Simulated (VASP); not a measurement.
Crystal: TiC (rocksalt type).

```
Ti C
1.0
     0.00000    2.15443    2.15443
     2.15443    0.00000    2.15443
     2.15443    2.15443    0.00000
Ti C
1 1
Direct
  0.00000 0.00000 0.00000
  0.50000 0.50000 0.50000
```

* Program: VASP 6.6.1
* Task: relaxation of cell and atoms
* Functional: r2SCAN
* Potentials or basis: VASP PAW PBE potentials, release 64 (Ti_sv, C)
* Cutoff: 600 eV
* k mesh: 15 × 15 × 15
* Occupations: fermi-dirac, width 0.1 eV
* Spin: no spin polarisation

At the start: pressure 4.4 GPa; volume 10.00 Å³/atom.

Q: Where does the relaxation end?

A: Over 3 steps the energy falls by 2.3 meV/atom and the volume is 10.17 Å³/atom (+1.7 %); space group Fm-3m (No. 225, to 0.05 Å).

Step by step:
```
step  energy change (eV)  largest force (eV/Å)  pressure (GPa)  volume (Å³)
   1              0.0000                0.0000            4.42        20.00
   2              0.0042                0.0000           -5.71        20.81
   3             -0.0045                0.0000            0.04        20.33
```

Final structure:
```xyz
2
Lattice="0.0000 2.1663 2.1663 2.1663 0.0000 2.1663 2.1663 2.1663 0.0000" Properties=species:S:1:pos:R:3 pbc="T T T"
Ti    0.0000    0.0000    0.0000
C     2.1663    2.1663    2.1663
```

Caveat: the PAW data sets were made with another functional, which shifts forces and pressure a little.
